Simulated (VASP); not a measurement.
Wanted: the native input for a VASP 6.6.1 run.

| Quantity | Value |
| --- | --- |
| Task | G0W0 quasiparticle levels |
| Functional | PBE |
| Potentials or basis | VASP PAW PBE potentials, release 64 (Cd_GW, S_GW) |
| Cutoff | 500 eV |
| k mesh | 4 × 4 × 4 |
| Occupations | gaussian, width 0.01 eV |
| Spin | no spin polarisation |
| Dipole correction | no |
| GW scheme | G0W0 |
| GW iterations | 1 |
| Cutoff of the response function | 140 |
| Frequency points | 96 |
| Empty bands | 152 |
| Further INCAR settings | ALGO = EVGW0; EDIFF = 1e-08; NBANDS = 161 |

The system is CdS.

```xyz
2
Lattice="0.0000 2.7268 2.7268 2.7268 0.0000 2.7268 2.7268 2.7268 0.0000" Properties=species:S:1:pos:R:3 pbc="T T T"
Cd    0.0000    0.0000    0.0000
S     2.7268    2.7268    2.7268
```

The input as run:

POSCAR

```
CdS
1.0
    0.0000000000      2.7267765504      2.7267765504
    2.7267765504      0.0000000000      2.7267765504
    2.7267765504      2.7267765504      0.0000000000
Cd S
1 1
Direct
    0.0000000000      0.0000000000      0.0000000000
    0.5000000000      0.5000000000      0.5000000000
```

INCAR.step1

```
  PREC = Accurate
  ENCUT = 500
  EDIFF = 1E-8
  ISMEAR = 0
  SIGMA = 0.01
  LREAL = False
  LASPH = True
  NELM = 80
  ALGO = Normal
  LWAVE = True
  LCHARG = False
  GGA = PE
```

INCAR.step2

```
  PREC = Accurate
  ENCUT = 500
  EDIFF = 1E-8
  ISMEAR = 0
  SIGMA = 0.01
  LREAL = False
  LASPH = True
  NELM = 1
  ALGO = Exact
  LWAVE = True
  LCHARG = False
  GGA = PE
  NBANDS = 161
  LOPTICS = True
  ISTART = 1
```

INCAR.step3

```
  PREC = Accurate
  ENCUT = 500
  EDIFF = 1E-8
  ISMEAR = 0
  SIGMA = 0.01
  LREAL = False
  LASPH = True
  ALGO = EVGW0
  LWAVE = False
  LCHARG = False
  GGA = PE
  NELMGW = 1
  NBANDS = 161
  ENCUTGW = 140.0
  NOMEGA = 96
  PRECFOCK = Fast
  ISTART = 1
  NBANDSGW = 17
  OMEGAMAX = 20
```

KPOINTS

```
regular mesh
0
Gamma
  4 4 4
```

Potentials or basis: VASP PAW PBE potentials, release 64 (Cd_GW, S_GW).

Run with:

```bash
$ cat potpaw_PBE.64/Cd_GW/POTCAR potpaw_PBE.64/S_GW/POTCAR > POTCAR
$ cp INCAR.step1 INCAR
$ mpirun -np 1 vasp_std > vasp.out
$ cp INCAR.step2 INCAR
$ mpirun -np 1 vasp_std > vasp.out
$ cp INCAR.step3 INCAR
$ mpirun -np 1 vasp_std > vasp.out
```

Results of the run:

```yaml
Quasiparticle_gap: 0.83 eV
Least_direct_quasiparticle_gap: 2.33 eV
Band_gap_of_the_starting_levels_on_the_mesh: 0.21 eV
Least_direct_gap_of_the_starting_levels_on_the_mesh: 1.72 eV
```

Caveat: the k points lie up to 0.50 Å⁻¹ apart; bands, screening cutoff and mesh are small and nothing is extrapolated, so the quasiparticle values aren't converged; the structure was generated, so it needn't be the stable form of CdS.

Wall time 3.4 min on 1 thread of Intel(R) Xeon(R) Platinum 8259CL CPU @ 2.50GHz (Skylake/Cascade Lake), with other jobs on the host, peak memory 0.43 GiB.
